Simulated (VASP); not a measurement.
# Si8C7 (a cell with a defect) in VASP: notebook

Si8C7 (a cell with a defect) is run at these levels: PBE; tasks: single point.

Everything below comes from runs of VASP 6.6.1. Logs are shortened: lines on timing, memory, paths and dates and some standing lists are left out, and cuts for length are marked.

## 1. The cell of the first run

The cell holds a defect, 15 atoms: a = 6.152 Å, b = 5.328 Å, c = 5.048 Å, α = 90.00°, β = 90.00°, γ = 90.00°.

## 2. Single point, PBE

INCAR reads:

```
ALGO = Normal ; EDIFF = 1E-6
ENCUT = 520 ; GGA = PE
GGA_COMPAT = F ; ISIF = 2
ISMEAR = 0 ; LASPH = T
LCHARG = T ; LELF = T
LREAL = F ; LVHAR = T
LWAVE = F ; NBANDS = 43
NELECT = 62.0 ; NELM = 120
PREC = Accurate ; SIGMA = 0.02
```

KPOINTS reads:

```
k-points
0
Gamma
  2 2 2
```

POSCAR reads:

```
Si8C7
1.0
   -3.0760000000     -5.3277880000      0.0000000000
    4.6140000000     -2.6638940000      0.0000000000
    0.0000000000      0.0000000000      5.0480000000
Si C
8 7
Direct
    0.4936628592      0.6680231805     -0.0017347464
    0.4915627275      0.3280918833      0.5065469493
    0.1957183428      0.1635677552      0.0082589144
    0.2520300041      0.8317341337      0.5011503566
   -0.0093623434      0.6405553602     -0.0155818146
    0.0049149851      0.3363050486      0.5348878764
    0.8078790630      0.1862895531      0.0081662044
    0.7557310070      0.8336778452      0.4998975832
    0.5045281970      0.6644069645      0.3742688193
    0.4155391461      0.3608895564      0.8595717116
    0.2499573770      0.1587281950      0.3762654517
    0.2411912373      0.8344202961      0.8758177496
    0.0044053677      0.6632940856      0.3709968304
    0.7498560566      0.1683505050      0.3908720285
    0.7501688766      0.8344747431      0.8770138669
```

Potentials or basis: VASP PAW PBE potentials, release 64 (Si, C).

On the command line:

```sh
$ cat potpaw_PBE.64/Si/POTCAR potpaw_PBE.64/C/POTCAR > POTCAR
$ mpirun -np 1 vasp_std > vasp.out
```

OUTCAR:

```text
EDIFF = 1E-6
   ENCUT = 520
   GGA = PE
   ISIF = 2
   ISMEAR = 0
   LASPH = T
   LREAL = F
   NELECT = 62.0
   NELM = 120
   PREC = Accurate

 ion  position               nearest neighbor table
   1  0.494  0.668  0.998-  10 1.84  12 1.89   9 1.90  15 1.91   4 3.04   5 3.06   4 3.07   2 3.07
                             5 3.10   8 3.12   8 3.13   2 3.14
   2  0.492  0.328  0.507-  10 1.85  11 1.86  14 1.89   9 1.91   6 3.00   4 3.03   4 3.06   1 3.07
                             8 3.10   1 3.14   8 3.15
   3  0.196  0.164  0.008-  10 1.87  11 1.89  12 1.90   7 2.39   6 2.82   5 2.84   6 3.05   5 3.06
                             4 3.07   4 3.13
   4  0.252  0.832  0.501-  11 1.85  13 1.89  12 1.89   9 1.90   2 3.03   1 3.04   6 3.05   8 3.05
                             2 3.06   1 3.07   3 3.07   6 3.09   5 3.09   8 3.10   3 3.13
   5  0.991  0.641  0.984-  15 1.88  12 1.93  13 1.96   7 2.67   6 2.79   3 2.84   8 3.02   3 3.06
                             1 3.06   4 3.09   1 3.10   7 3.12
   6  0.005  0.336  0.535-  13 1.93  14 1.95  11 1.95   5 2.79   7 2.80   3 2.82   2 3.00   7 3.03
                             3 3.05   4 3.05   8 3.07   8 3.09   4 3.09
   7  0.808  0.186  0.008-  14 1.97  15 2.02   3 2.39   5 2.67   6 2.80   6 3.03   5 3.12   8 3.13

   8  0.756  0.834  0.500-  14 1.87  13 1.89   9 1.90  15 1.90   5 3.02   4 3.05   6 3.07   6 3.09
                             2 3.10   4 3.10   1 3.12   1 3.13   7 3.13   2 3.15
   9  0.505  0.664  0.374-   8 1.90   1 1.90   4 1.90   2 1.91
  10  0.416  0.361  0.860-   1 1.84   2 1.85   3 1.87
  11  0.250  0.159  0.376-   4 1.85   2 1.86   3 1.89   6 1.95
  12  0.241  0.834  0.876-   1 1.89   4 1.89   3 1.90   5 1.93
  13  0.004  0.663  0.371-   4 1.89   8 1.89   6 1.93   5 1.96
  14  0.750  0.168  0.391-   8 1.87   2 1.89   6 1.95   7 1.97
  15  0.750  0.834  0.877-   5 1.88   8 1.90   1 1.91   7 2.02

  LATTYP: Found a simple orthorhombic cell.
 ALAT       =     5.0480000000
 B/A-ratio  =     1.0554255573
 C/A-ratio  =     1.2187004267

  Lattice vectors:

 A1 = (   0.0000000000,   0.0000000000,  -5.0480000000)
 A2 = (   4.6140000000,  -2.6638940000,   0.0000000000)
 A3 = (  -3.0760000000,  -5.3277880000,   0.0000000000)

Analysis of symmetry for initial positions (statically):
=====================================================================
 Subroutine PRICEL returns:
 Original cell was already a primitive cell.

 Routine SETGRP: Setting up the symmetry group for a
 simple orthorhombic supercell.

 Subroutine GETGRP returns: Found  1 space group operations
 (whereof  1 operations were pure point group operations)
 out of a pool of  8 trial point group operations.

The static configuration has the point symmetry C_1 .

Analysis of symmetry for dynamics (positions and initial velocities):
=====================================================================
 Subroutine PRICEL returns:
 Original cell was already a primitive cell.

 Routine SETGRP: Setting up the symmetry group for a
 simple orthorhombic supercell.

 Subroutine GETGRP returns: Found  1 space group operations
 (whereof  1 operations were pure point group operations)
 out of a pool of  8 trial point group operations.

The dynamic configuration has the point symmetry C_1 .

 Subroutine INISYM returns: Found  1 space group operations
 (whereof  1 operations are pure point group operations),
 and found     1 'primitive' translations

----------------------------------------------------------------------------------------

                                     Primitive cell

  volume of cell :     165.4560

  direct lattice vectors                    reciprocal lattice vectors
    -3.076000000 -5.327788000  0.000000000    -0.081274382 -0.140771367  0.000000000
     4.614000000 -2.663894000  0.000000000     0.162548765 -0.093847578  0.000000000
     0.000000000  0.000000000  5.048000000     0.000000000  0.000000000  0.198098257

  length of vectors
     6.151999754  5.327788213  5.048000000     0.162548771  0.187695149  0.198098257

  position of ions in fractional coordinates (direct lattice)
     0.493662859  0.668023181  0.998265254
     0.491562728  0.328091883  0.506546949
     0.195718343  0.163567755  0.008258914
     0.252030004  0.831734134  0.501150357
[... 43 lines left out ...]
     0.000000000  0.000000000  0.099049128     0.000000000  0.000000000  0.500000000

  Length of vectors
     0.081274386  0.093847574  0.099049128

  Shift w.r.t. Gamma in fractional coordinates (k-lattice)
     0.000000000  0.000000000  0.000000000

 Subroutine IBZKPT returns following result:
 ===========================================

 Found      8 irreducible k-points:

 Following reciprocal coordinates:
            Coordinates               Weight
  0.000000  0.000000  0.000000      1.000000
  0.500000  0.000000  0.000000      1.000000
  0.000000  0.500000  0.000000      1.000000
  0.500000  0.500000  0.000000      1.000000
  0.000000  0.000000  0.500000      1.000000
  0.500000  0.000000  0.500000      1.000000
  0.000000  0.500000  0.500000      1.000000
  0.500000  0.500000  0.500000      1.000000
   k-points           NKPTS =      8   k-points in BZ     NKDIM =      8   number of bands    NBANDS=     43
   number of dos      NEDOS =    301   number of ions     NIONS =     15
   total plane-waves  NPLWV =  76800
   dimension x,y,z NGX =    48 NGY =   40 NGZ =   40
   dimension x,y,z NGXF=    96 NGYF=   80 NGZF=   80
   ions per type =               8   7
   NGX,Y,Z   is equivalent  to a cutoff of  12.97, 12.48, 13.17 a.u.
   NGXF,Y,Z  is equivalent  to a cutoff of  25.94, 24.96, 26.35 a.u.
 SYSTEM =  unknown system
   PREC   = accura    normal or accurate (medium, high low for compatibility)
   ISTART =      0    job   : 0-new  1-cont  2-samecut
   ICHARG =      2    charge: 1-file 2-atom 10-const
   ISPIN  =      1    spin polarized calculation?
   LNONCOLLINEAR =      F non collinear calculations
   LSORBIT =      F    spin-orbit coupling
   LASPH  =      T    aspherical Exc in radial PAW
   ENCUT  =  520.0 eV  38.22 Ry    6.18 a.u.  11.44  9.91  9.39*2*pi/ulx,y,z
   NELM   =    120;   NELMIN=  2; NELMDL= -5     # of ELM steps
   EDIFF  = 0.1E-05   stopping-criterion for ELM
   LREAL  =      F    real-space projection
   EDIFFG = 0.1E-04   stopping-criterion for IOM
   NSW    =      0    number of steps for IOM
   IBRION =     -1    ionic relax: 0-MD 1-quasi-New 2-CG
   NFREE  =      0    steps in history (QN), initial steepest desc. (CG)
   ISIF   =      2    stress and relaxation
   ISYM   =      2    0-nonsym 1-usesym 2-fastsym
   POTIM  = 0.5000    time-step for ionic-motion
   TEBEG  =    0.0;   TEEND  =   0.0 temperature during run
   PSTRESS=    0.0 pullay stress
   NELECT =      62.0000    total number of electrons
   NUPDOWN=      -1.0000    fix difference up-down
   EMIN   =  10.00;   EMAX   =-10.00  energy-range for DOS
   EFERMI =   0.00;   METHOD = LEGACY
   ISMEAR =     0;   SIGMA  =   0.02  broadening in eV -4-tet -1-fermi 0-gaus
   EFERMI_NEDOS =   21; number of points for ismear=-14 and -15
   IALGO  =     38    algorithm
   IMIX   =      4    mixing-type and parameters
     AMIX     =   0.40;   BMIX     =  1.00
     AMIX_MAG =   1.60;   BMIX_MAG =  1.00
  volume/ion in A,a.u.               =      11.03        74.44
  Fermi-wavevector in a.u.,A,eV,Ry     =   1.180260  2.230369 18.953116  1.393015
  Thomas-Fermi vector in A             =   2.316556
   LORBIT       =      0    0 simple, 1 ext, 2 COOP (PROOUT), +10 PAW based schemes
   GGA     = PE    functional components
   LHFCALC =     F    Hartree Fock is set to
   AEXX    =    0.0000 exact exchange contribution
   IVDW    =     0    specifies the selected vdW correction
   LEPSILON=     F    determine dielectric tensor
   LRPA    =     F    only Hartree local field effects (RPA)
 non-spin polarized calculation
 Gauss-broadening in eV      SIGMA  =   0.02
  energy-cutoff  :      520.00
  volume of cell :      165.46
 maximum number of plane-waves:      4500
 NGX is ok and might be reduce to    48
   NGX = 23   NGY = 19   NGZ = 19

 number of electron      62.0000000 magnetization

 Free energy of the ion-electron system (eV)
  ---------------------------------------------------
  ext. energy  EPLUGINS =         0.00000000
  ---------------------------------------------------
  free energy    TOTEN  =       -87.34765947 eV

  energy without entropy =      -87.34765947  energy(sigma->0) =      -87.34765947

 E-fermi :   9.4466     XC(G=0): -11.3491

 val. band max:        9.3207525907   @ k =   0.5000   0.5000   0.0000
 cond. band min:       9.5868095827   @ k =   0.0000   0.0000   0.5000
 fundamental gap:      0.2660569920
 Fermi energy:         9.4466134738

 k-point     1 :       0.0000    0.0000    0.0000
  band No.  band energies     occupation
      1      -7.5196      2.00000
      2      -4.7571      2.00000
      3      -4.3419      2.00000
      4      -4.2597      2.00000
      5      -3.5837      2.00000
      6      -2.6046      2.00000
[... 357 lines left out ...]
     42      14.5294      0.00000
     43      14.7994      0.00000

------------------------ aborting loop because EDIFF is reached ----------------------------------------

  FORCE on cell =-STRESS in cart. coord.  units (eV):
  Direction    XX          YY          ZZ          XY          YZ          ZX
  --------------------------------------------------------------------------------------
  -------------------------------------------------------------------------------------
  Total       27.4515921     18.1017025     30.2563169     -1.7711305     -0.3530079     -2.5852989
  in kB      265.8248092    175.2860676    292.9840881    -17.1505690     -3.4183179    -25.0344889
  external PRESSURE =     244.6983216 kB  Pullay stress =       0.0000000 kB

 VOLUME and BASIS-vectors are now :
 -----------------------------------------------------------------------------
  energy-cutoff  :      520.00
  volume of cell :      165.46
      direct lattice vectors                 reciprocal lattice vectors
    -3.076000000 -5.327788000  0.000000000    -0.081274382 -0.140771367  0.000000000
     4.614000000 -2.663894000  0.000000000     0.162548765 -0.093847578  0.000000000
     0.000000000  0.000000000  5.048000000     0.000000000  0.000000000  0.198098257

 POSITION                                       TOTAL-FORCE (eV/Angst)
 -----------------------------------------------------------------------------------
      1.56375     -4.40967      5.03924         0.161892     -0.046092      0.041087
      0.00177     -3.49294      2.55705         0.013652      0.026969     -0.172585
      0.15267     -1.47847      0.04169         0.011879     -0.182884     -0.162483
      3.06238     -3.55841      2.52981         0.098515      0.093775     -0.051341
     -0.09168     -6.98428      4.96934         0.063472      0.358806     -0.008541
      1.53659     -0.92207      2.70011         0.114110      0.097922     -0.030469
     -1.62550     -4.80046      0.04122         0.157057     -0.099961      0.049270
      1.52196     -6.24720      2.52348         0.091352      0.073483      0.024056
      1.51365     -4.45793      1.88931         0.105594      0.053552     -0.001025
      0.38695     -3.17528      4.33912        -1.179658     -0.958713      0.375936
     -0.03650     -1.75455      1.89939         0.097238      0.061483      0.004385
      3.10811     -3.50782      4.42113        -0.092964      0.316494     -0.047597
      3.04689     -1.79042      1.87279         0.111227      0.096360     -0.032697
     -1.52979     -4.44354      1.97312         0.072210      0.079930      0.001138
      1.54275     -6.21969      4.42717         0.174424      0.028876      0.010867
 -----------------------------------------------------------------------------------
    total drift:                                0.000150     -0.000105     -0.000317

  FREE ENERGIE OF THE ION-ELECTRON SYSTEM (eV)
  ---------------------------------------------------
  free  energy   TOTEN  =       -87.3476594734 eV

  energy  without entropy=      -87.3476594734  energy(sigma->0) =      -87.34765947
```

It took 38 s on 1 thread of Intel Xeon Platinum 8488C (Sapphire Rapids), shared host; peak memory 0.27 GiB.

Results:

- Free energy: -87.3477 eV
- Largest force: 1.566 eV/Å

Forces in eV/Å, atoms in the order of the input:
```
Si   0.162 -0.046  0.041
Si   0.014  0.027 -0.173
Si   0.012 -0.183 -0.162
Si   0.099  0.094 -0.051
Si   0.063  0.359 -0.009
Si   0.114  0.098 -0.030
Si   0.157 -0.100  0.049
Si   0.091  0.073  0.024
C    0.106  0.054 -0.001
C   -1.180 -0.959  0.376
C    0.097  0.061  0.004
C   -0.093  0.316 -0.048
C    0.111  0.096 -0.033
C    0.072  0.080  0.001
C    0.174  0.029  0.011
```

Caveat: the k points lie up to 0.62 Å⁻¹ apart; the cell carries a net charge on a neutralising background, which shifts energy and pressure; the cell is charged against a uniform background, so pressure and absolute levels hang on convention.

## 3. Single point, PBE

INCAR reads:

```
ALGO = Normal ; EDIFF = 1E-6
ENCUT = 520 ; GGA = PE
GGA_COMPAT = False ; ISIF = 2
ISMEAR = 0 ; LASPH = True
LCHARG = False ; LREAL = False
LWAVE = False ; NBANDS = 43
NELECT = 62.0 ; NELM = 120
PREC = Accurate ; SIGMA = 0.02
```

KPOINTS is that of step 2.

POSCAR reads:

```
Si8C7
1.0
   -3.0760000000     -5.3277880000      0.0000000000
    4.6140000000     -2.6638940000      0.0000000000
    0.0000000000      0.0000000000      5.0480000000
Si C
8 7
Direct
    0.4905105279      0.6576286051     -0.0049140254
    0.4876979217      0.3281631571      0.5173744057
    0.1818667760      0.1567139582      0.0192923930
    0.2538867754      0.8293337064      0.5039520602
    0.0045082653      0.6488080676     -0.0153086371
    0.0076726211      0.3329501479      0.5362876387
    0.8020974533      0.1737110460      0.0044433439
    0.7565195817      0.8306498122      0.4975794374
    0.5048459257      0.6600052162      0.3736889857
    0.3296531651      0.3962093923      0.8333646989
    0.2504951459      0.1551229018      0.3752662441
    0.2488261362      0.8499456426      0.8784039223
    0.0068493022      0.6601908222      0.3728866878
    0.7501757320      0.1669051911      0.3903684628
    0.7506212211      0.8252431461      0.8754324485
```

Potentials or basis: VASP PAW PBE potentials, release 64 (Si, C).

On the command line:

```sh
$ cat potpaw_PBE.64/Si/POTCAR potpaw_PBE.64/C/POTCAR > POTCAR
$ mpirun -np 1 vasp_std > vasp.out
```

Wall time 39 s (1 thread of Intel Xeon Platinum 8488C (Sapphire Rapids), shared host); peak memory 0.27 GiB.

The run converged. Its results:

- Free energy: -85.9374 eV
- Largest force: 2.628 eV/Å

Forces on the atoms (eV/Å):
```
Si   0.278  0.037  0.135
Si   0.118  0.226 -0.155
Si   0.181 -0.132 -0.136
Si   0.057  0.095 -0.062
Si   0.221  0.525 -0.037
Si   0.169  0.328  0.008
Si   0.052 -0.193 -0.018
Si   0.052  0.056  0.030
C    0.061  0.013 -0.011
C   -1.670 -2.018  0.215
C    0.059  0.156 -0.008
C    0.059  0.535 -0.044
C    0.040  0.097  0.025
C    0.110  0.119  0.068
C    0.212  0.156 -0.009
```

Levels at points of the mesh, in eV from the Fermi level:
```csv
k point,band 28,band 29,band 30,band 31,band 32,band 33,band 34,band 35
"(0.00, 0.00, 0.00)",-2.21,-1.93,-1.02,0.28,0.67,1.41,1.63,2.90
"(0.50, 0.00, 0.00)",-2.01,-1.26,-0.80,-0.26,0.42,1.12,1.86,3.02
"(0.00, 0.50, 0.00)",-2.17,-1.77,-1.30,-0.25,0.49,1.46,1.96,2.35
"(0.50, 0.50, 0.00)",-2.78,-1.82,-0.82,-0.33,0.01,1.81,2.76,3.00
"(0.00, 0.00, 0.50)",-2.18,-2.01,-0.49,-0.01,1.07,1.82,2.40,2.68
"(0.50, 0.00, 0.50)",-2.57,-1.29,-1.14,-0.46,0.34,2.19,2.84,3.26
"(0.00, 0.50, 0.50)",-2.81,-2.32,-1.12,-0.13,0.54,1.15,1.75,2.15
"(0.50, 0.50, 0.50)",-3.07,-2.87,-1.01,-0.48,-0.39,2.48,2.76,3.07
```

Caveat: the k points lie up to 0.62 Å⁻¹ apart; the cell carries a net charge on a neutralising background, which shifts energy and pressure; the cell is charged against a uniform background, so pressure and absolute levels hang on convention.

## 4. Single point, PBE

INCAR reads:

```
SYSTEM = Si8C7
PREC     = Accurate       ! precision mode
ENCUT    = 520            ! plane-wave cutoff, eV
EDIFF    = 1E-6           ! SCF threshold, eV
ISMEAR   = 0              ! smearing method
SIGMA    = 0.02           ! smearing width, eV
LREAL    = .FALSE.        ! projectors in reciprocal space
LASPH    = .TRUE.         ! aspherical terms in the spheres
NELM     = 120            ! most SCF steps
ALGO     = Normal         ! electronic algorithm
ISIF     = 2              ! what is computed and relaxed
LWAVE    = .FALSE.        ! write WAVECAR
LCHARG   = .FALSE.        ! write CHGCAR
GGA      = PE             ! functional
NELECT   = 62.0         
NBANDS   = 43             ! bands
GGA_COMPAT= .FALSE.
```

KPOINTS reads:

```
regular mesh
0
G
  2 2 2
  0 0 0
```

POSCAR reads:

```
Si8C7
1.0
   -3.0760000000     -5.3277880000      0.0000000000
    4.6140000000     -2.6638940000      0.0000000000
    0.0000000000      0.0000000000      5.0480000000
Si C
8 7
Direct
    0.4915850694      0.6485640818     -0.0110891442
    0.4908910446      0.3282407571      0.5226083597
    0.1755476915      0.1474030557      0.0250279319
    0.2524188996      0.8294041038      0.5057127575
    0.0175090976      0.6516367543     -0.0140293185
    0.0153077343      0.3340623300      0.5347299921
    0.7920504368      0.1689118213      0.0049615689
    0.7534538064      0.8297656932      0.4956675911
    0.5008867288      0.6580564755      0.3739116482
    0.2350798382      0.4130278679      0.8245695325
    0.2505966520      0.1558572392      0.3746915610
    0.2602638356      0.8585313304      0.8793862916
    0.0050921550      0.6607601796      0.3713789620
    0.7501254725      0.1648179353      0.3870800317
    0.7538615727      0.8213132201      0.8752309826
```

On the command line:

```sh
$ cat potpaw_PBE.64/Si/POTCAR potpaw_PBE.64/C/POTCAR > POTCAR
$ mpirun -np 1 vasp_std > vasp.out
```

Wall time 36 s (1 thread of Intel Xeon Platinum 8488C (Sapphire Rapids), shared host); peak memory 0.27 GiB.

The run converged. Its results:

| Quantity | Value |
| --- | --- |
| Free energy | -84.7930 eV |
| Largest force | 0.052 eV/Å |

Forces on the atoms (eV/Å):
```
Si   0.004 -0.016  0.013
Si   0.022  0.024 -0.003
Si  -0.015 -0.020 -0.003
Si  -0.002 -0.007 -0.009
Si   0.012  0.003  0.005
Si   0.001  0.015 -0.021
Si  -0.007 -0.002  0.002
Si  -0.004  0.007 -0.005
C    0.006 -0.013  0.018
C   -0.047  0.016  0.013
C   -0.001  0.014 -0.016
C    0.030 -0.014  0.015
C   -0.004  0.006  0.011
C    0.002 -0.011  0.000
C    0.004 -0.002 -0.021
```

Levels at points of the mesh, in eV from the Fermi level:
```
           k point  band 27  band 28  band 29  band 30  band 31  band 32  band 33  band 34  band 35  band 36
(0.00, 0.00, 0.00)    -2.37    -2.27    -2.11    -1.08    -0.38     0.48     1.16     1.35     2.09     2.93
(0.50, 0.00, 0.00)    -2.70    -2.16    -1.48    -0.83    -0.46     0.18     1.08     1.43     2.27     3.09
(0.00, 0.50, 0.00)    -2.75    -2.29    -2.18    -1.74    -0.43     0.61     1.17     1.45     1.93     2.09
(0.50, 0.50, 0.00)    -3.24    -2.55    -2.20    -1.30    -0.62    -0.09     1.15     2.26     2.63     3.12
(0.00, 0.00, 0.50)    -2.52    -2.49    -2.23    -0.97     0.09     0.65     1.36     2.05     2.24     2.64
(0.50, 0.00, 0.50)    -2.87    -2.75    -1.74    -1.48    -0.25     0.13     0.96     2.34     2.72     2.96
(0.00, 0.50, 0.50)    -3.28    -2.94    -2.25    -1.61     0.15     0.43     0.70     1.16     1.57     2.22
(0.50, 0.50, 0.50)    -3.75    -3.31    -3.13    -1.48    -0.38    -0.20     1.58     2.48     2.75     3.02
```

Caveat: the k points lie up to 0.62 Å⁻¹ apart; the cell carries a net charge on a neutralising background, which shifts energy and pressure; the cell is charged against a uniform background, so pressure and absolute levels hang on convention.
